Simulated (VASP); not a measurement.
La: single point with PBEsol

La:

```
CELL_PARAMETERS angstrom
-2.20878 2.20878 2.12383
2.20878 -2.20878 2.12383
2.20878 2.20878 -2.12383
ATOMIC_POSITIONS crystal
La 0.00000 0.00000 0.00000
```

```
Program                : VASP 6.6.1
Task                   : single point
Functional             : PBEsol
Potentials or basis    : VASP PAW PBE potentials, release 64 (La)
Cutoff                 : 520 eV
k mesh                 : 7 × 7 × 7
Occupations            : fermi-dirac, width 0.05 eV
Spin                   : no spin polarisation
Dipole correction      : no
Further INCAR settings : ALGO = Normal; EDIFF = 1e-06; NBANDS = 12
```

- Pressure: -3.9 GPa

Stress tensor (GPa, compression positive):
```
-3.30  0.00  0.00
 0.00 -3.30  0.00
 0.00  0.00 -5.20
```

Levels at points of the mesh, in eV from the Fermi level:
```tsv
k point	band 2	band 3	band 4	band 5	band 6	band 7	band 8	band 9
(0.00, 0.00, 0.00)	-16.18	-16.17	-16.17	-3.31	1.13	1.32	1.32	1.38
```

It took 42 s on 1 thread of AMD EPYC 7R13, on a shared host, peak memory 0.15 GiB.

Caveat: the PAW data sets were made with another functional, which shifts forces and pressure a little; spin-orbit coupling is left out, which moves the levels of the heavy elements.
